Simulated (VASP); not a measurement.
# GaP in VASP: further runs, part 2 of 3

VASP 6.6.1. Earlier steps stand in the parts before.

**3. Electric field gradients, PBE (zz strain of -1 %)**

Contents of INCAR:

```
SYSTEM = GaP
PREC     = Accurate       ! precision mode
ENCUT    = 520            ! plane-wave cutoff, eV
EDIFF    = 1E-8           ! SCF threshold, eV
ISMEAR   = -1             ! smearing method
SIGMA    = 0.05           ! smearing width, eV
LREAL    = .False.        ! projectors in reciprocal space
LASPH    = .True.         ! aspherical terms in the spheres
NELM     = 80             ! most SCF steps
ALGO     = Normal         ! electronic algorithm
ISIF     = 2              ! what is computed and relaxed
LWAVE    = .False.        ! write WAVECAR
LCHARG   = .False.        ! write CHGCAR
GGA      = PE             ! functional
LEFG     = .True.       
NBANDS   = 16             ! bands
```

Contents of KPOINTS:

```
Automatic mesh
0
Gamma
  10 10 10
  0 0 0
```

Contents of POSCAR:

```
GaP
1.0
    0.0000000000      2.7252500000      2.6979975000
    2.7252500000      0.0000000000      2.6979975000
    2.7252500000      2.7252500000      0.0000000000
Ga P
1 1
Direct
    0.0000000000      0.0000000000      0.0000000000
    0.7500000000      0.7500000000      0.7500000000
```

Potentials or basis: VASP PAW PBE potentials, release 64 (Ga_d, P).

Launch:

```
$ cat potpaw_PBE.64/Ga_d/POTCAR potpaw_PBE.64/P/POTCAR > POTCAR
$ mpirun -np 1 vasp_std > vasp.out
```

OUTCAR:

```text
SYSTEM = GaP
   PREC = Accurate
   ENCUT = 520
   EDIFF = 1E-8
   ISMEAR = -1
   LREAL = .False.
   LASPH = .True.
   NELM = 80
   ISIF = 2
   GGA = PE

 ion  position               nearest neighbor table
   1  0.000  0.000  0.000-   2 2.35   2 2.35   2 2.35   2 2.35
   2  0.750  0.750  0.750-   1 2.35   1 2.35   1 2.35   1 2.35

  LATTYP: Found a body centered tetragonal cell.
 ALAT       =     3.8540855109
 C/A-ratio  =     1.4000714267

  Lattice vectors:

 A1 = (   0.0000000000,  -2.7252500000,  -2.6979975000)
 A2 = (   0.0000000000,   2.7252500000,  -2.6979975000)
 A3 = (   2.7252500000,   0.0000000000,   2.6979975000)

Analysis of symmetry for initial positions (statically):
=====================================================================
 Subroutine PRICEL returns:
 Original cell was already a primitive cell.

 Routine SETGRP: Setting up the symmetry group for a
 body centered tetragonal supercell.

 Subroutine GETGRP returns: Found  8 space group operations
 (whereof  8 operations were pure point group operations)
 out of a pool of 16 trial point group operations.

The static configuration has the point symmetry D_2d.

Analysis of symmetry for dynamics (positions and initial velocities):
=====================================================================
 Subroutine PRICEL returns:
 Original cell was already a primitive cell.

 Routine SETGRP: Setting up the symmetry group for a
 body centered tetragonal supercell.

 Subroutine GETGRP returns: Found  8 space group operations
 (whereof  8 operations were pure point group operations)
 out of a pool of 16 trial point group operations.

The dynamic configuration has the point symmetry D_2d.

 Subroutine INISYM returns: Found  8 space group operations
 (whereof  8 operations are pure point group operations),
 and found     1 'primitive' translations

----------------------------------------------------------------------------------------

                                     Primitive cell

  volume of cell :      40.0760

  direct lattice vectors                    reciprocal lattice vectors
     0.000000000  2.725250000  2.697997500    -0.183469406  0.183469406  0.185322633
     2.725250000  0.000000000  2.697997500     0.183469406 -0.183469406  0.185322633
     2.725250000  2.725250000  0.000000000     0.183469406  0.183469406 -0.185322633

  length of vectors
     3.834863501  3.834863501  3.854085511     0.318851885  0.318851885  0.318851885

  position of ions in fractional coordinates (direct lattice)
     0.000000000  0.000000000  0.000000000
     0.750000000  0.750000000  0.750000000

  ion indices of the primitive-cell ions
   primitive index   ion index
                 1           1
                 2           2

----------------------------------------------------------------------------------------

 KPOINTS: Automatic mesh

Automatic generation of k-mesh.
 Grid dimensions read from file:
[... 67 lines left out ...]
   EDIFFG = 0.1E-06   stopping-criterion for IOM
   NSW    =      0    number of steps for IOM
   IBRION =     -1    ionic relax: 0-MD 1-quasi-New 2-CG
   NFREE  =      0    steps in history (QN), initial steepest desc. (CG)
   ISIF   =      2    stress and relaxation
   ISYM   =      2    0-nonsym 1-usesym 2-fastsym
   POTIM  = 0.5000    time-step for ionic-motion
   TEBEG  =    0.0;   TEEND  =   0.0 temperature during run
   PSTRESS=    0.0 pullay stress
   NELECT =      18.0000    total number of electrons
   NUPDOWN=      -1.0000    fix difference up-down
   EMIN   =  10.00;   EMAX   =-10.00  energy-range for DOS
   EFERMI =   0.00;   METHOD = LEGACY
   ISMEAR =    -1;   SIGMA  =   0.05  broadening in eV -4-tet -1-fermi 0-gaus
   EFERMI_NEDOS =   21; number of points for ismear=-14 and -15
   IALGO  =     38    algorithm
   IMIX   =      4    mixing-type and parameters
     AMIX     =   0.40;   BMIX     =  1.00
     AMIX_MAG =   1.60;   BMIX_MAG =  1.00
  volume/ion in A,a.u.               =      20.04       135.22
  Fermi-wavevector in a.u.,A,eV,Ry     =   1.253731  2.369207 21.386190  1.571841
  Thomas-Fermi vector in A             =   2.387569
   LORBIT       =      0    0 simple, 1 ext, 2 COOP (PROOUT), +10 PAW based schemes
   GGA     = PE    functional components
   LHFCALC =     F    Hartree Fock is set to
   AEXX    =    0.0000 exact exchange contribution
   IVDW    =     0    specifies the selected vdW correction
   LEPSILON=     F    determine dielectric tensor
   LRPA    =     F    only Hartree local field effects (RPA)
 non-spin polarized calculation
  energy-cutoff  :      520.00
  volume of cell :       40.08
 maximum number of plane-waves:      1098
 NGX is ok and might be reduce to    30
   NGX = 15   NGY = 15   NGZ = 15

 number of electron      17.9999988 magnetization

 Free energy of the ion-electron system (eV)
  ---------------------------------------------------
  ext. energy  EPLUGINS =         0.00000000
  ---------------------------------------------------
  free energy    TOTEN  =        -9.11008981 eV

  energy without entropy =       -9.11008981  energy(sigma->0) =       -9.11008981

 E-fermi :   5.5266     XC(G=0):  -9.8793

 val. band max:        4.7917136304   @ k =   0.0000   0.0000   0.0000
 cond. band min:       6.2821972081   @ k =   0.4000   0.4000   0.0000
 fundamental gap:      1.4904835777
 Fermi energy:         5.5265526124

 k-point     1 :       0.0000    0.0000    0.0000
  band No.  band energies     occupation
      1      -9.8138      2.00000
      2      -9.8138      2.00000
      3      -9.8107      2.00000
      4      -9.7107      2.00000
      5      -9.7092      2.00000
      6      -7.8129      2.00000
[... 433 lines left out ...]
      3      -9.7618      2.00000
      4      -9.7373      2.00000
      5      -9.6915      2.00000
      6      -5.7875      2.00000
[... 8 lines left out ...]
     15      16.5342      0.00000
     16      18.6420      0.00000

 [... further k-points ...]
[... 5 lines left out ...]
  --------------------------------------------------------------------------------------
  -------------------------------------------------------------------------------------
  Total        0.7834564      0.7834564      0.9643226      0.0000000      0.0000000      0.0000000
  in kB       31.3214021     31.3214021     38.5521566      0.0000000      0.0000000      0.0000000
  external PRESSURE =      33.7316536 kB  Pullay stress =       0.0000000 kB

 VOLUME and BASIS-vectors are now :
 -----------------------------------------------------------------------------
  energy-cutoff  :      520.00
  volume of cell :       40.08
      direct lattice vectors                 reciprocal lattice vectors
     0.000000000  2.725250000  2.697997500    -0.183469406  0.183469406  0.185322633
     2.725250000  0.000000000  2.697997500     0.183469406 -0.183469406  0.185322633
     2.725250000  2.725250000  0.000000000     0.183469406  0.183469406 -0.185322633

 POSITION                                       TOTAL-FORCE (eV/Angst)
 -----------------------------------------------------------------------------------
      0.00000      0.00000      0.00000         0.000000      0.000000      0.000000
      4.08788      4.08788      4.04700        -0.000000     -0.000000     -0.000000
 -----------------------------------------------------------------------------------
    total drift:                               -0.000001     -0.000001     -0.000001

  FREE ENERGIE OF THE ION-ELECTRON SYSTEM (eV)
  ---------------------------------------------------
  free  energy   TOTEN  =        -9.1100898131 eV

  energy  without entropy=       -9.1100898099  energy(sigma->0) =       -9.11008981

 Electric field gradients (V/A^2)
---------------------------------------------------------------------
 ion       V_xx      V_yy      V_zz      V_xy      V_xz      V_yz
---------------------------------------------------------------------
   1      -0.874    -0.874     1.748    -0.001    -0.000    -0.000
   2       0.597     0.597    -1.193    -0.000    -0.000    -0.000
---------------------------------------------------------------------

 Electric field gradients after diagonalization (V/A^2)
 (convention: |V_zz| > |V_xx| > |V_yy|)
----------------------------------------------------------------------
 ion       V_xx      V_yy      V_zz     asymmetry (V_yy - V_xx)/ V_zz
----------------------------------------------------------------------
   1      -0.875    -0.873     1.748       0.001
   2       0.597     0.596    -1.193       0.000
----------------------------------------------------------------------

           NMR quadrupolar parameters

 Cq : quadrupolar parameter    Cq=e*Q*V_zz/h
 eta: asymmetry parameters     (V_yy - V_xx)/ V_zz
 Q  : nuclear electric quadrupole moment in mb (millibarn)
----------------------------------------------------------------------
 ion       Cq(MHz)       eta       Q (mb)
----------------------------------------------------------------------
   1       0.004       0.001       1.000
   2      -0.003       0.000       1.000
----------------------------------------------------------------------
```

It took 89 s on 1 thread of Intel Xeon 6975P-C (Granite Rapids), shared host; peak memory 0.21 GiB.

Results:

```
Free energy            : -9.1101 eV
Pressure               : 3.4 GPa
Band gap on the k mesh : 1.49 eV, indirect (least direct gap 1.87 eV)
```

Stress tensor (GPa, compression positive):
```
3.13 0.00 0.00
0.00 3.13 0.00
0.00 0.00 3.86
```

Electric field gradients, principal values (V/Å²):
| atom | least | middle | greatest (by size) |
| --- | --- | --- | --- |
| 1 Ga | -0.873 | -0.875 | 1.748 |
| 2 P | 0.596 | 0.597 | -1.193 |

Caveat: the cell differs from its parent crystal (zz strain of -1 %); without QUAD_EFG the Cq values of the log hold for a quadrupole moment of 1 mb, not for the nuclei.

**4. Electric field gradients, PBE (zz strain of +2 %)**

Contents of INCAR:

```
SYSTEM = GaP
ALGO = Normal
EDIFF = 1E-8
ENCUT = 520
GGA = PE
ISIF = 2
ISMEAR = -1
LASPH = .True.
LCHARG = .False.
LEFG = .True.
LREAL = .False.
LWAVE = .False.
NBANDS = 16
NELM = 80
PREC = Accurate
SIGMA = 0.05
```

Contents of KPOINTS:

```
k-points
0
Gamma
  10 10 10
  0 0 0
```

Contents of POSCAR:

```
GaP
1.0
    0.0000000000      2.7252500000      2.7797550000
    2.7252500000      0.0000000000      2.7797550000
    2.7252500000      2.7252500000      0.0000000000
Ga P
1 1
Direct
    0.0000000000      0.0000000000      0.0000000000
    0.7500000000      0.7500000000      0.7500000000
```

Potentials or basis: VASP PAW PBE potentials, release 64 (Ga_d, P).

Launch:

```
$ cat potpaw_PBE.64/Ga_d/POTCAR potpaw_PBE.64/P/POTCAR > POTCAR
$ mpirun -np 1 vasp_std > vasp.out
```

OUTCAR:

```text
SYSTEM = GaP
   EDIFF = 1E-8
   ENCUT = 520
   GGA = PE
   ISIF = 2
   ISMEAR = -1
   LASPH = .True.
   LREAL = .False.
   NELM = 80
   PREC = Accurate

 ion  position               nearest neighbor table
   1  0.000  0.000  0.000-   2 2.38   2 2.38   2 2.38   2 2.38
   2  0.750  0.750  0.750-   1 2.38   1 2.38   1 2.38   1 2.38

  LATTYP: Found a body centered tetragonal cell.
 ALAT       =     3.8540855109
 C/A-ratio  =     1.4424978336

  Lattice vectors:

 A1 = (  -2.7252500000,   0.0000000000,   2.7797550000)
 A2 = (   2.7252500000,   0.0000000000,   2.7797550000)
 A3 = (   0.0000000000,   2.7252500000,  -2.7797550000)

Analysis of symmetry for initial positions (statically):
=====================================================================
 Subroutine PRICEL returns:
 Original cell was already a primitive cell.

 Routine SETGRP: Setting up the symmetry group for a
 body centered tetragonal supercell.

 Subroutine GETGRP returns: Found  8 space group operations
 (whereof  8 operations were pure point group operations)
 out of a pool of 16 trial point group operations.

The static configuration has the point symmetry D_2d.

Analysis of symmetry for dynamics (positions and initial velocities):
=====================================================================
 Subroutine PRICEL returns:
 Original cell was already a primitive cell.

 Routine SETGRP: Setting up the symmetry group for a
 body centered tetragonal supercell.

 Subroutine GETGRP returns: Found  8 space group operations
 (whereof  8 operations were pure point group operations)
 out of a pool of 16 trial point group operations.

The dynamic configuration has the point symmetry D_2d.

[... 151 lines left out ...]
 Fermi energy:         5.2330437625

 k-point     1 :       0.0000    0.0000    0.0000
  band No.  band energies     occupation
      1     -10.0709      2.00000
      2     -10.0648      2.00000
      3     -10.0648      2.00000
      4      -9.9748      2.00000
      5      -9.9716      2.00000
      6      -7.8922      2.00000
[... 433 lines left out ...]
      3     -10.0191      2.00000
      4      -9.9922      2.00000
      5      -9.9607      2.00000
      6      -6.0038      2.00000
[... 8 lines left out ...]
     15      16.2361      0.00000
     16      18.0060      0.00000

 [... further k-points ...]
[... 5 lines left out ...]
  --------------------------------------------------------------------------------------
  -------------------------------------------------------------------------------------
  Total        0.3393805      0.3393805     -0.0471267      0.0000000      0.0000000     -0.0000000
  in kB       13.1688615     13.1688615     -1.8286409      0.0000000      0.0000000     -0.0000000
  external PRESSURE =       8.1696940 kB  Pullay stress =       0.0000000 kB

 VOLUME and BASIS-vectors are now :
 -----------------------------------------------------------------------------
  energy-cutoff  :      520.00
  volume of cell :       41.29
      direct lattice vectors                 reciprocal lattice vectors
     0.000000000  2.725250000  2.779755000    -0.183469406  0.183469406  0.179871967
     2.725250000  0.000000000  2.779755000     0.183469406 -0.183469406  0.179871967
     2.725250000  2.725250000  0.000000000     0.183469406  0.183469406 -0.179871967

 POSITION                                       TOTAL-FORCE (eV/Angst)
 -----------------------------------------------------------------------------------
      0.00000      0.00000      0.00000        -0.000000     -0.000000      0.000000
      4.08788      4.08788      4.16963         0.000000      0.000000     -0.000000
 -----------------------------------------------------------------------------------
    total drift:                               -0.000002     -0.000002     -0.000002

  FREE ENERGIE OF THE ION-ELECTRON SYSTEM (eV)
  ---------------------------------------------------
  free  energy   TOTEN  =        -9.1239363938 eV

  energy  without entropy=       -9.1239363904  energy(sigma->0) =       -9.12393639

 Electric field gradients (V/A^2)
---------------------------------------------------------------------
 ion       V_xx      V_yy      V_zz      V_xy      V_xz      V_yz
---------------------------------------------------------------------
   1       1.665     1.665    -3.331    -0.002    -0.002    -0.002
   2      -1.219    -1.219     2.439    -0.000    -0.000    -0.000
---------------------------------------------------------------------

 Electric field gradients after diagonalization (V/A^2)
 (convention: |V_zz| > |V_xx| > |V_yy|)
----------------------------------------------------------------------
 ion       V_xx      V_yy      V_zz     asymmetry (V_yy - V_xx)/ V_zz
----------------------------------------------------------------------
   1       1.668     1.663    -3.331       0.001
   2      -1.220    -1.219     2.439       0.000
----------------------------------------------------------------------

           NMR quadrupolar parameters

 Cq : quadrupolar parameter    Cq=e*Q*V_zz/h
 eta: asymmetry parameters     (V_yy - V_xx)/ V_zz
 Q  : nuclear electric quadrupole moment in mb (millibarn)
----------------------------------------------------------------------
 ion       Cq(MHz)       eta       Q (mb)
----------------------------------------------------------------------
   1      -0.008       0.001       1.000
   2       0.006       0.000       1.000
----------------------------------------------------------------------
```

stdout:

```text
POSCAR found type information on POSCAR GaP
 POSCAR found :  2 types and       2 ions
 scaLAPACK will be used
 LDA part: xc-table for (Slater+PW92), standard interpolation
 POSCAR, INCAR and KPOINTS ok, starting setup
 FFT: planning ... GRIDC
 FFT: planning ... GRID_SOFT
 FFT: planning ... GRID
 WAVECAR not read
 entering main loop
ion   1

ion   2
```

Wall time 85 s (1 thread of Intel Xeon 6975P-C (Granite Rapids), shared host); peak memory 0.21 GiB.

What came out:

| Property | Result |
| --- | --- |
| Free energy | -9.1239 eV |
| Pressure | 0.8 GPa |
| Band gap on the k mesh | 1.54 eV, indirect (least direct gap 1.62 eV) |

Stress tensor (GPa, compression positive):
```
 1.32  0.00  0.00
 0.00  1.32  0.00
 0.00  0.00 -0.18
```

Electric field gradients, principal values (V/Å²):
```tsv
atom	least	middle	greatest (by size)
1 Ga	1.663	1.668	-3.331
2 P	-1.219	-1.220	2.439
```

Caveat: the cell differs from its parent crystal (zz strain of +2 %); without QUAD_EFG the Cq values of the log hold for a quadrupole moment of 1 mb, not for the nuclei.

(Continued in part 3 of 3.)
